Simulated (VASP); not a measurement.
# BN (Fmm2) in VASP: a series of runs

Runs on BN. Level: PBE+D3(BJ). Tasks: single point.

Everything below comes from runs of VASP 6.6.1. Logs are shortened: lines on timing, memory, paths and dates and some standing lists are left out, and cuts for length are marked.

## (1) The cell of the first run

The structure is orthorhombic, space group Fmm2 (No. 42). The conventional cell has a = 2.536 Å, b = 6.264 Å, c = 4.554 Å, α = 90.00°, β = 90.00°, γ = 90.00°. Within 2.0 Å of B (site symmetry mm2) lie 3 N at 1.48 to 1.51 Å. N (site symmetry mm2) has 3 B at 1.48 to 1.51 Å within 2.0 Å.

## (2) Single point, PBE+D3(BJ)

INCAR

```
SYSTEM = BN
PREC = Accurate ; ENCUT = 600
EDIFF = 1E-6 ; ISMEAR = 0
SIGMA = 0.05 ; LREAL = .False.
LASPH = .True. ; NELM = 120
ALGO = Normal ; ISIF = 2
LWAVE = .False. ; LCHARG = .False.
GGA = PE ; IVDW = 12
NBANDS = 11 ; GGA_COMPAT = .False.
```

KPOINTS

```
Automatic mesh
0
Gamma
  12 12 12
  0 0 0
```

POSCAR

```
BN
1.0
    0.0000000000      3.1319414602      2.2768088191
    1.2682423461      0.0000000000      2.2768088191
    1.2682423461      3.1319414602      0.0000000000
B N
1 1
Direct
   -0.0004753060     -0.0004753060      1.0004753060
    0.6671752960      0.6671752960      0.3328247040
```

Potentials or basis: VASP PAW PBE potentials, release 64 (B, N).

Launch:

```
> cat potpaw_PBE.64/B/POTCAR potpaw_PBE.64/N/POTCAR > POTCAR
> mpirun -np 1 vasp_std > vasp.out
```

OUTCAR:

```text
SYSTEM = BN
   PREC = Accurate
   ENCUT = 600
   EDIFF = 1E-6
   ISMEAR = 0
   LREAL = .False.
   LASPH = .True.
   NELM = 120
   ISIF = 2
   GGA = PE
   IVDW = 12
 IVDW          = 12

 ion  position               nearest neighbor table
   1  1.000  1.000  0.000-   2 1.48   2 1.48   2 1.51
   2  0.667  0.667  0.333-   1 1.48   1 1.48   1 1.51

  LATTYP: Found a face centered orthorhombic cell.
 ALAT       =     2.5364846922
 B/A-ratio  =     1.7952474352
 C/A-ratio  =     2.4695133937

  Lattice vectors:

 A1 = (  -0.0000000000,   3.1319414602,   2.2768088191)
 A2 = (  -1.2682423461,   3.1319414602,   0.0000000000)
 A3 = (  -1.2682423461,   0.0000000000,   2.2768088191)

Analysis of symmetry for initial positions (statically):
=====================================================================
 Subroutine PRICEL returns:
 Original cell was already a primitive cell.

 Routine SETGRP: Setting up the symmetry group for a
 face centered orthorhombic supercell.

 Subroutine GETGRP returns: Found  4 space group operations
 (whereof  4 operations were pure point group operations)
 out of a pool of  8 trial point group operations.

The static configuration has the point symmetry C_2v.

Analysis of symmetry for dynamics (positions and initial velocities):
=====================================================================
 Subroutine PRICEL returns:
 Original cell was already a primitive cell.

 Routine SETGRP: Setting up the symmetry group for a
 face centered orthorhombic supercell.

 Subroutine GETGRP returns: Found  4 space group operations
 (whereof  4 operations were pure point group operations)
 out of a pool of  8 trial point group operations.

The dynamic configuration has the point symmetry C_2v.

 Subroutine INISYM returns: Found  4 space group operations
 (whereof  4 operations are pure point group operations),
 and found     1 'primitive' translations

----------------------------------------------------------------------------------------

                                     Primitive cell

  volume of cell :      18.0872

  direct lattice vectors                    reciprocal lattice vectors
     0.000000000  3.131941460  2.276808819    -0.394246416  0.159645385  0.219605615
     1.268242346  0.000000000  2.276808819     0.394246416 -0.159645385  0.219605615
     1.268242346  3.131941460  0.000000000     0.394246416  0.159645385 -0.219605615

  length of vectors
[... 90 lines left out ...]
   POTIM  = 0.5000    time-step for ionic-motion
   TEBEG  =    0.0;   TEEND  =   0.0 temperature during run
   PSTRESS=    0.0 pullay stress
   NELECT =       8.0000    total number of electrons
   NUPDOWN=      -1.0000    fix difference up-down
   EMIN   =  10.00;   EMAX   =-10.00  energy-range for DOS
   EFERMI =   0.00;   METHOD = LEGACY
   ISMEAR =     0;   SIGMA  =   0.05  broadening in eV -4-tet -1-fermi 0-gaus
   EFERMI_NEDOS =   21; number of points for ismear=-14 and -15
   IALGO  =     38    algorithm
   IMIX   =      4    mixing-type and parameters
     AMIX     =   0.40;   BMIX     =  1.00
     AMIX_MAG =   1.60;   BMIX_MAG =  1.00
  volume/ion in A,a.u.               =       9.04        61.03
  Fermi-wavevector in a.u.,A,eV,Ry     =   1.247328  2.357108 21.168314  1.555827
  Thomas-Fermi vector in A             =   2.381465
   LORBIT       =      0    0 simple, 1 ext, 2 COOP (PROOUT), +10 PAW based schemes
   GGA     = PE    functional components
   LHFCALC =     F    Hartree Fock is set to
   AEXX    =    0.0000 exact exchange contribution
   IVDW    =    12    specifies the selected vdW correction
   LEPSILON=     F    determine dielectric tensor
   LRPA    =     F    only Hartree local field effects (RPA)
 non-spin polarized calculation
 Gauss-broadening in eV      SIGMA  =   0.05
  energy-cutoff  :      600.00
  volume of cell :       18.09
 maximum number of plane-waves:       614
   NGX = 15   NGY = 11   NGZ = 13

 number of electron       8.0000000 magnetization

 Free energy of the ion-electron system (eV)
  ---------------------------------------------------
  ext. energy  EPLUGINS =         0.00000000
  ---------------------------------------------------
  free energy    TOTEN  =       -17.43428916 eV

  energy without entropy =      -17.43428916  energy(sigma->0) =      -17.43428916

 E-fermi :   2.9302     XC(G=0): -10.2667

 val. band max:        2.6342616168   @ k =   0.4167  -0.4167   0.0833
 cond. band min:       5.5513881749   @ k =   0.0000   0.5000   0.5000
 fundamental gap:      2.9171265581
 Fermi energy:         2.9302448484

 k-point     1 :       0.0000    0.0000    0.0000
  band No.  band energies     occupation
      1     -14.9880      2.00000
      2      -0.8629      2.00000
      3       0.8018      2.00000
      4       1.1356      2.00000
      5       7.8531      0.00000
      6      12.7476      0.00000
      7      13.6442      0.00000
      8      14.6042      0.00000
      9      16.2013      0.00000
     10      26.5680      0.00000
     11      29.3520      0.00000
[... 309 lines left out ...]
 k-point    24 :      -0.4167    0.1667    0.0000
  band No.  band energies     occupation
      1     -11.6689      2.00000
      2      -5.7960      2.00000
      3      -3.0570      2.00000
      4       1.9570      2.00000
      5       6.9720      0.00000
      6      12.7696      0.00000
      7      15.5802      0.00000
      8      18.0154      0.00000
      9      20.8872      0.00000
     10      22.8592      0.00000
     11      25.0595      0.00000

 [... further k-points ...]

------------------------ aborting loop because EDIFF is reached ----------------------------------------

 Edisp (eV)   -0.28487

 E8    (eV) :    -0.0841

  FORCE on cell =-STRESS in cart. coord.  units (eV):
  Direction    XX          YY          ZZ          XY          YZ          ZX
  --------------------------------------------------------------------------------------
  -------------------------------------------------------------------------------------
  Total      -1.95673     0.31394    -4.84225     0.00000     0.00000     0.00000
  in kB    -173.32784    27.80916  -428.92916     0.00000     0.00000     0.00000
  external pressure =     -191.48 kB  Pullay stress =        0.00 kB

 VOLUME and BASIS-vectors are now :
 -----------------------------------------------------------------------------
  energy-cutoff  :      600.00
  volume of cell :       18.09
      direct lattice vectors                 reciprocal lattice vectors
     0.000000000  3.131941460  2.276808819    -0.394246416  0.159645385  0.219605615
     1.268242346  0.000000000  2.276808819     0.394246416 -0.159645385  0.219605615
     1.268242346  3.131941460  0.000000000     0.394246416  0.159645385 -0.219605615

 POSITION                                       TOTAL-FORCE (eV/Angst)
 -----------------------------------------------------------------------------------
      1.26824      3.13194      4.55145         0.000000      0.000000     -0.005668
      1.26824      3.13194      3.03806         0.000000      0.000000      0.005668
 -----------------------------------------------------------------------------------
    total drift:                               -0.000001     -0.000000      0.000114

  FREE ENERGIE OF THE ION-ELECTRON SYSTEM (eV)
  ---------------------------------------------------
  free  energy   TOTEN  =       -17.7191629849 eV

  energy  without entropy=      -17.7191629849  energy(sigma->0) =      -17.71916298
```

stdout:

```text
POSCAR found type information on POSCAR B N
 POSCAR found :  2 types and       2 ions
 scaLAPACK will be used
 LDA part: xc-table for (Slater+PW92), standard interpolation
 POSCAR, INCAR and KPOINTS ok, starting setup
 FFT: planning ... GRIDC
 FFT: planning ... GRID_SOFT
 FFT: planning ... GRID
 WAVECAR not read
 entering main loop
```

It took 89 s on 1 thread of Intel Xeon 8259CL, shared host; peak memory 0.21 GiB.

Results:

| Item | Value |
| --- | --- |
| Free energy | -17.7192 eV |
| Pressure | -19.1 GPa |
| Largest force | 0.006 eV/Å |
| Band gap on the k mesh | 2.92 eV (least direct gap 4.33 eV) |
| Dispersion energy per atom | -0.142 eV |

Forces in eV/Å, atoms in the order of the input:
```
B    0.000  0.000 -0.006
N    0.000  0.000  0.006
```

Stress tensor (GPa, compression positive):
```
-17.33   0.00   0.00
  0.00   2.78   0.00
  0.00   0.00 -42.89
```

Caveat: the cell differs from its parent crystal (strain +e along x and -e along y +0.0367, strain +e along z and -e/2 along x and y +0.0500); the stress differs along the axes, from -43 to 3 GPa.

## (3) Single point, PBE+D3(BJ)

This run uses another cell than the first one, of the same volume but with other edges.

INCAR

```
SYSTEM = BN
  PREC = Accurate
  ENCUT = 600
  EDIFF = 1E-6
  ISMEAR = 0
  SIGMA = 0.05
  LREAL = .FALSE.
  LASPH = .TRUE.
  NELM = 120
  ALGO = Normal
  ISIF = 2
  LWAVE = .FALSE.
  LCHARG = .FALSE.
  GGA = PE
  IVDW = 12
  NBANDS = 11
  GGA_COMPAT = .FALSE.
```

KPOINTS

```
Automatic mesh
0
G
  12 12 12
  0 0 0
```

POSCAR

```
BN
1.0
    0.0000000000      3.2988359215      2.0599698839
    1.3309211217      0.0000000000      2.0599698839
    1.3309211217      3.2988359215      0.0000000000
B N
1 1
Direct
    0.0043928977      0.0043928977      0.9956071023
    0.6623070923      0.6623070923      0.3376929077
```

Potentials or basis: VASP PAW PBE potentials, release 64 (B, N).

Launch:

```
> cat potpaw_PBE.64/B/POTCAR potpaw_PBE.64/N/POTCAR > POTCAR
> mpirun -np 1 vasp_std > vasp.out
```

Run time: 98 s. Hardware: 1 thread of Intel Xeon 8259CL, shared host; peak memory 0.21 GiB.

It converged, with:

```
Free energy                : -17.6301 eV
Pressure                   : -2.4 GPa
Largest force              : 0.009 eV/Å
Band gap on the k mesh     : 3.86 eV (least direct gap 4.49 eV)
Dispersion energy per atom : -0.141 eV
```

Forces in eV/Å, atoms in the order of the input:
```
B    0.000  0.000  0.009
N    0.000  0.000 -0.009
```

Stress tensor (GPa, compression positive):
```
-38.81   0.00   0.00
  0.00  -0.43   0.00
  0.00   0.00  32.10
```

Levels at points of the mesh, in eV from the valence-band top:
| k point | band 1 | band 2 | band 3 | band 4 | band 5 | band 6 | band 7 | band 8 | band 9 |
| --- | --- | --- | --- | --- | --- | --- | --- | --- | --- |
| (0.00, 0.00, 0.00) | -18.13 | -4.37 | -2.15 | -1.20 | 4.80 | 10.63 | 10.98 | 12.35 | 15.19 |
| (0.50, 0.00, 0.00) | -15.15 | -9.36 | -3.73 | -1.52 | 4.05 | 10.49 | 13.04 | 15.82 | 18.84 |
| (0.50, 0.50, 0.00) | -14.45 | -8.97 | -5.60 | -0.12 | 5.90 | 7.11 | 12.80 | 14.37 | 18.18 |
| (0.50, 0.00, 0.50) | -17.82 | -6.56 | -2.20 | -1.20 | 9.74 | 9.85 | 10.44 | 13.89 | 16.07 |
| (0.00, 0.50, 0.50) | -14.30 | -8.69 | -5.68 | -1.30 | 3.86 | 7.09 | 13.95 | 19.74 | 20.87 |

Caveat: the cell differs from its parent crystal (strain +e along x and -e along y +0.0367, strain +e along z and -e/2 along x and y -0.0500); the stress differs along the axes, from -39 to 32 GPa. A k mesh can miss the band edges.
